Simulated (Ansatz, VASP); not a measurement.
## One calculation of TiAl3, two programs

```
CELL_PARAMETERS angstrom
2.81167 -0.01966 -0.01866
-0.03241 4.64216 -0.01009
-0.03220 -0.01056 4.93494
ATOMIC_POSITIONS crystal
Ti 0.97326 0.48855 0.17604
Al 0.50336 0.52369 0.67454
Al 0.47355 0.04187 0.30828
Al 0.00481 0.99692 0.84632
```

Change from the starting cell: kmesh displaced: [4, 4, 4] Gamma-centred.

Alike in both runs: task single point; functional PBEsol; k mesh 4 × 4 × 4; occupations gaussian, width 0.1 eV; no spin polarisation.

```csv
,VASP,Ansatz
version,VASP 6.6.1,Ansatz 0.2.0
potentials or method,"VASP PAW PBE potentials, release 64 (Ti_sv, Al), cutoff 520 eV","scalar-relativistic, plane waves, PAW"
valence electrons in the cell,21,21
```

VASP gave:

```
gap on the k mesh at the Fermi level (eV)                     : none
pressure (GPa)                                                : 1.2
traceless stress, the component that is largest in VASP (GPa) : -2.22
rms of the force components (eV/Å)                            : 0.706
```

**Question.** What did Ansatz give for the same quantities?

**Answer.** gap on the k mesh at the Fermi level (eV): none; pressure (GPa): 1.1; traceless stress, the component that is largest in VASP (GPa): -2.23; rms of the force components (eV/Å): 0.703.

VASP's potentials were made for PBE, not for PBEsol. Atom by atom the forces differ by 0.004 eV/Å (rms over components). A gap of «none» marks a metal or a gap that the smearing closes.

The k mesh is coarse, so the values compare programs but aren't converged.
